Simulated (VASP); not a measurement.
# Ta2C3 (P-3m1) in VASP: notebook, part 2 of 3

VASP 6.6.1. Earlier steps stand in the parts before.

## (3) Single point, PBE

This run uses another cell than the first one, of 10.18 Å³/atom.

File INCAR:

```
SYSTEM = Ta2C3
  ALGO = Normal
  EDIFF = 1E-7
  ENCUT = 520
  GGA = PE
  ISIF = 2
  ISMEAR = 0
  LASPH = .TRUE.
  LCHARG = .FALSE.
  LREAL = .FALSE.
  LWAVE = .FALSE.
  NBANDS = 25
  NELM = 80
  PREC = Accurate
  SIGMA = 0.1
```

File KPOINTS:

```
k-points
0
G
  6 6 4
  0 0 0
```

File POSCAR:

```
Ta2C3
1.0
    3.0108211381      0.0000000000      0.0000000000
   -1.5054105691      2.6074475918      0.0000000000
    0.0000000000      0.0000000000      6.4819860210
Ta C
2 3
Direct
    0.3333333333      0.6666666667      0.2085157727
    0.6666666667      0.3333333333      0.7914842273
    0.0000000000      0.0000000000      0.0000000000
    0.3333333333      0.6666666667      0.5438529794
    0.6666666667      0.3333333333      0.4561470206
```

Potentials or basis: VASP PAW PBE potentials, release 64 (Ta_pv, C).

Command:

```
> cat potpaw_PBE.64/Ta_pv/POTCAR potpaw_PBE.64/C/POTCAR > POTCAR
> mpirun -np 1 vasp_std > vasp.out
```

OUTCAR:

```text
SYSTEM = Ta2C3
   EDIFF = 1E-7
   ENCUT = 520
   GGA = PE
   ISIF = 2
   ISMEAR = 0
   LASPH = .TRUE.
   LREAL = .FALSE.
   NELM = 80
   PREC = Accurate

 ion  position               nearest neighbor table
   1  0.333  0.667  0.209-   4 2.17   3 2.20   3 2.20   3 2.20   5 2.37   5 2.37   5 2.37   2 3.21
                             2 3.21   2 3.21
   2  0.667  0.333  0.791-   5 2.17   3 2.20   3 2.20   3 2.20   4 2.37   4 2.37   4 2.37   1 3.21
                             1 3.21   1 3.21
   3  0.000  0.000  0.000-   1 2.20   2 2.20   1 2.20   2 2.20   2 2.20   1 2.20
   4  0.333  0.667  0.544-   5 1.83   5 1.83   5 1.83   1 2.17   2 2.37   2 2.37   2 2.37
   5  0.667  0.333  0.456-   4 1.83   4 1.83   4 1.83   2 2.17   1 2.37   1 2.37   1 2.37

  LATTYP: Found a hexagonal cell.
 ALAT       =     3.0108211381
 C/A-ratio  =     2.1528964105

  Lattice vectors:

 A1 = (   3.0108211381,   0.0000000000,   0.0000000000)
 A2 = (  -1.5054105691,   2.6074475918,   0.0000000000)
 A3 = (   0.0000000000,   0.0000000000,   6.4819860210)

Analysis of symmetry for initial positions (statically):
=====================================================================
 Subroutine PRICEL returns:
 Original cell was already a primitive cell.

 Routine SETGRP: Setting up the symmetry group for a
 hexagonal supercell.

 Subroutine GETGRP returns: Found 12 space group operations
 (whereof 12 operations were pure point group operations)
 out of a pool of 24 trial point group operations.

The static configuration has the point symmetry D_3d.

Analysis of symmetry for dynamics (positions and initial velocities):
=====================================================================
 Subroutine PRICEL returns:
 Original cell was already a primitive cell.

 Routine SETGRP: Setting up the symmetry group for a
 hexagonal supercell.

 Subroutine GETGRP returns: Found 12 space group operations
 (whereof 12 operations were pure point group operations)
 out of a pool of 24 trial point group operations.

The dynamic configuration has the point symmetry D_3d.

 Subroutine INISYM returns: Found 12 space group operations
 (whereof 12 operations are pure point group operations),
 and found     1 'primitive' translations

----------------------------------------------------------------------------------------

                                     Primitive cell

  volume of cell :      50.8872

  direct lattice vectors                    reciprocal lattice vectors
     3.010821138  0.000000000  0.000000000     0.332135306  0.191758408  0.000000000
    -1.505410569  2.607447592  0.000000000     0.000000000  0.383516817  0.000000000
     0.000000000  0.000000000  6.481986021     0.000000000  0.000000000  0.154273705

  length of vectors
     3.010821138  3.010821138  6.481986021     0.383516817  0.383516817  0.154273705

  position of ions in fractional coordinates (direct lattice)
     0.333333333  0.666666667  0.208515773
     0.666666667  0.333333333  0.791484227
     0.000000000  0.000000000  0.000000000
     0.333333333  0.666666667  0.543852979
     0.666666667  0.333333333  0.456147021

  ion indices of the primitive-cell ions
   primitive index   ion index
                 1           1
                 2           2
                 3           3
[... 28 lines left out ...]

 Following reciprocal coordinates:
            Coordinates               Weight
  0.000000  0.000000  0.000000      1.000000
  0.166667  0.000000  0.000000      6.000000
  0.333333  0.000000  0.000000      6.000000
  0.500000  0.000000  0.000000      3.000000
  0.166667  0.166667  0.000000      6.000000
  0.333333  0.166667  0.000000     12.000000
[... 16 lines left out ...]
  0.333333  0.166667  0.500000     12.000000
  0.333333  0.333333  0.500000      2.000000
   k-points           NKPTS =     24   k-points in BZ     NKDIM =     24   number of bands    NBANDS=     25
   number of dos      NEDOS =    301   number of ions     NIONS =      5
   total plane-waves  NPLWV =  27648
   dimension x,y,z NGX =    24 NGY =   24 NGZ =   48
   dimension x,y,z NGXF=    48 NGYF=   48 NGZF=   96
   ions per type =               2   3
   NGX,Y,Z   is equivalent  to a cutoff of  13.25, 13.25, 12.31 a.u.
   NGXF,Y,Z  is equivalent  to a cutoff of  26.50, 26.50, 24.62 a.u.
 SYSTEM =  Ta2C3
   PREC   = accura    normal or accurate (medium, high low for compatibility)
   ISTART =      0    job   : 0-new  1-cont  2-samecut
   ICHARG =      2    charge: 1-file 2-atom 10-const
   ISPIN  =      1    spin polarized calculation?
   LNONCOLLINEAR =      F non collinear calculations
   LSORBIT =      F    spin-orbit coupling
   LASPH  =      T    aspherical Exc in radial PAW
   ENCUT  =  520.0 eV  38.22 Ry    6.18 a.u.   5.60  5.60 12.05*2*pi/ulx,y,z
   NELM   =     80;   NELMIN=  2; NELMDL= -5     # of ELM steps
   EDIFF  = 0.1E-06   stopping-criterion for ELM
   LREAL  =      F    real-space projection
   EDIFFG = 0.1E-05   stopping-criterion for IOM
   NSW    =      0    number of steps for IOM
   IBRION =     -1    ionic relax: 0-MD 1-quasi-New 2-CG
   NFREE  =      0    steps in history (QN), initial steepest desc. (CG)
   ISIF   =      2    stress and relaxation
   ISYM   =      2    0-nonsym 1-usesym 2-fastsym
   POTIM  = 0.5000    time-step for ionic-motion
   TEBEG  =    0.0;   TEEND  =   0.0 temperature during run
   PSTRESS=    0.0 pullay stress
   NELECT =      34.0000    total number of electrons
   NUPDOWN=      -1.0000    fix difference up-down
   EMIN   =  10.00;   EMAX   =-10.00  energy-range for DOS
   EFERMI =   0.00;   METHOD = LEGACY
   ISMEAR =     0;   SIGMA  =   0.10  broadening in eV -4-tet -1-fermi 0-gaus
   EFERMI_NEDOS =   21; number of points for ismear=-14 and -15
   IALGO  =     38    algorithm
   IMIX   =      4    mixing-type and parameters
     AMIX     =   0.40;   BMIX     =  1.00
     AMIX_MAG =   1.60;   BMIX_MAG =  1.00
  volume/ion in A,a.u.               =      10.18        68.68
  Fermi-wavevector in a.u.,A,eV,Ry     =   1.431193  2.704563 27.869003  2.048314
  Thomas-Fermi vector in A             =   2.550956
   LORBIT       =      0    0 simple, 1 ext, 2 COOP (PROOUT), +10 PAW based schemes
   GGA     = PE    functional components
   LHFCALC =     F    Hartree Fock is set to
   AEXX    =    0.0000 exact exchange contribution
   IVDW    =     0    specifies the selected vdW correction
   LEPSILON=     F    determine dielectric tensor
   LRPA    =     F    only Hartree local field effects (RPA)
 non-spin polarized calculation
 Gauss-broadening in eV      SIGMA  =   0.10
  energy-cutoff  :      520.00
  volume of cell :       50.89
 maximum number of plane-waves:      1398
 NGX is ok and might be reduce to    24
   NGX = 11   NGY = 11   NGZ = 25

 number of electron      33.9999998 magnetization

 Free energy of the ion-electron system (eV)
  ---------------------------------------------------
  ext. energy  EPLUGINS =         0.00000000
  ---------------------------------------------------
  free energy    TOTEN  =       -49.98777427 eV

  energy without entropy =      -49.98075156  energy(sigma->0) =      -49.98426291

 E-fermi :   8.4682     XC(G=0): -13.1251

 val. band max:        8.4067737571   @ k =   0.3333   0.0000   0.2500
 cond. band min:       8.5198270938   @ k =   0.3333   0.0000   0.0000
 fundamental gap:      0.1130533367
 Fermi energy:         8.4682132269

 k-point     1 :       0.0000    0.0000    0.0000
  band No.  band energies     occupation
      1     -26.9184      2.00000
      2     -26.5320      2.00000
      3     -26.1835      2.00000
      4     -26.1835      2.00000
      5     -26.1575      2.00000
      6     -26.1575      2.00000
[... 661 lines left out ...]
     24      14.0267      0.00000
     25      15.7515      0.00000

------------------------ aborting loop because EDIFF is reached ----------------------------------------

  FORCE on cell =-STRESS in cart. coord.  units (eV):
  Direction    XX          YY          ZZ          XY          YZ          ZX
  --------------------------------------------------------------------------------------
  -------------------------------------------------------------------------------------
  Total        0.1716824      0.1716824      0.2981717     -0.0000000      0.0000000      0.0000000
  in kB        5.4053990      5.4053990      9.3878992     -0.0000000      0.0000000      0.0000000
  external PRESSURE =       6.7328991 kB  Pullay stress =       0.0000000 kB

 VOLUME and BASIS-vectors are now :
 -----------------------------------------------------------------------------
  energy-cutoff  :      520.00
  volume of cell :       50.89
      direct lattice vectors                 reciprocal lattice vectors
     3.010821138  0.000000000  0.000000000     0.332135306  0.191758408  0.000000000
    -1.505410569  2.607447592  0.000000000     0.000000000  0.383516817  0.000000000
     0.000000000  0.000000000  6.481986021     0.000000000  0.000000000  0.154273705

 POSITION                                       TOTAL-FORCE (eV/Angst)
 -----------------------------------------------------------------------------------
     -0.00000      1.73830      1.35160        -0.000000      0.000000     -0.011780
      1.50541      0.86915      5.13039         0.000000      0.000000      0.011780
      0.00000      0.00000      0.00000        -0.000000      0.000000      0.000000
     -0.00000      1.73830      3.52525        -0.000000      0.000000      0.008195
      1.50541      0.86915      2.95674         0.000000     -0.000000     -0.008195
 -----------------------------------------------------------------------------------
    total drift:                                0.000000     -0.000000     -0.000000

  FREE ENERGIE OF THE ION-ELECTRON SYSTEM (eV)
  ---------------------------------------------------
  free  energy   TOTEN  =       -49.9877742684 eV

  energy  without entropy=      -49.9807515562  energy(sigma->0) =      -49.98426291
```

Run time: 35 s. Hardware: 1 thread of Intel Xeon 8259CL, shared host; peak memory 0.18 GiB.

Results:

| Item | Value |
| --- | --- |
| Free energy | -49.9878 eV |
| Pressure | 0.7 GPa |
| Largest force | 0.012 eV/Å |
| Band gap on the k mesh | zero (bands 17 and 18 overlap by 2.22 eV) |

Forces in eV/Å, atoms in the order of the input:
```
Ta   0.000  0.000 -0.012
Ta   0.000  0.000  0.012
C    0.000  0.000  0.000
C    0.000  0.000  0.008
C    0.000  0.000 -0.008
```

Stress tensor (GPa, compression positive):
```
0.54 0.00 0.00
0.00 0.54 0.00
0.00 0.00 0.94
```

Levels at points of the mesh, in eV from the Fermi level:
```tsv
k point	band 13	band 14	band 15	band 16	band 17	band 18	band 19	band 20	band 21	band 22
(0.00, 0.00, 0.00)	-4.70	-3.67	-3.67	-1.57	-0.35	-0.35	0.78	0.78	2.69	2.92
(0.50, 0.00, 0.00)	-6.11	-4.14	-3.63	-3.10	0.14	0.98	1.19	4.07	4.27	4.65
(0.00, 0.00, 0.50)	-3.46	-2.63	-2.63	-1.26	-1.26	-0.63	1.31	1.31	1.34	1.95
(0.50, 0.00, 0.50)	-5.13	-4.10	-3.87	-3.82	-1.69	3.10	3.44	3.96	4.33	4.58
```

Caveat: the k points lie up to 0.40 Å⁻¹ apart, too coarse for converged energies and pressures of a metal; spin-orbit coupling is left out, which moves the levels of the heavy elements.

(Continued in part 3 of 3.)

The gap in the log of VASP goes by the Fermi energy; the results here count the filled bands.